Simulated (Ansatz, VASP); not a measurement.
SbP: VASP beside Ansatz

The input INCAR:

```
  ALGO = Normal
  EDIFF = 1E-8
  ENCUT = 520
  GGA = PE
  ISIF = 2
  ISMEAR = -1
  LASPH = True
  LCHARG = False
  LEFG = True
  LREAL = False
  LWAVE = False
  NBANDS = 12
  NELM = 60
  PREC = Accurate
  SIGMA = 0.05
```

Contents of KPOINTS:

```
k-points
0
Gamma
  11 11 11
```

The input POSCAR:

```
SbP
1.0
    0.0000000000      2.8177321290      2.8177321290
    2.8177321290      0.0000000000      2.8177321290
    2.8177321290      2.8177321290      0.0000000000
Sb P
1 1
Direct
    0.0000000000      0.0000000000      0.0000000000
    0.5000000000      0.5000000000      0.5000000000
```

Input for Ansatz:

```yaml
crystal:
  lattice:
    - [0.0, 2.817732129, 2.817732129]
    - [2.817732129, 0.0, 2.817732129]
    - [2.817732129, 2.817732129, 0.0]
  atoms:
    - { symbol: Sb, position: [0.0, 0.0, 0.0] }
    - { symbol: P, position: [0.5, 0.5, 0.5] }
kpoints:
  mp_grid: { grid: [11, 11, 11] }
  band_path:
    path:
      - [0.0, 0.0, 0.0]
      - [0.5, 0.0, 0.5]
      - [0.625, 0.25, 0.625]
      - [0.375, 0.375, 0.75]
      - [0.0, 0.0, 0.0]
      - [0.5, 0.5, 0.5]
      - [0.5, 0.25, 0.75]
      - [0.5, 0.0, 0.5]
    npoints: 8
scf:
  occupations: { method: fermi_dirac, width: 0.05 }
hamiltonian:
  xc: pbe
  pseudopotentials: { kind: all_electron, datasets: crystal }
output:
  forces: true
  stress: true
  eigenvalues: true
  efg: { contact_densities: true }
```

Alike in both runs: task electric field gradients; functional PBE; k mesh 11 × 11 × 11; occupations fermi-dirac, width 0.05 eV; no spin polarisation.

|  | VASP | Ansatz |
| --- | --- | --- |
| version | VASP 6.6.1 | Ansatz 0.2.0 |
| potentials or method | VASP PAW PBE potentials, release 64 (Sb, P), cutoff 520 eV | all-electron PAW with datasets made for the crystal, scalar-relativistic |

Ansatz gave:

```
pressure (GPa) : 0.0
```

Question: What did VASP give for the same quantities?

Answer: Pressure (GPa): -0.1.

Ansatz ran all-electron here, and VASP with PAW potentials.

Spin-orbit coupling is off throughout.
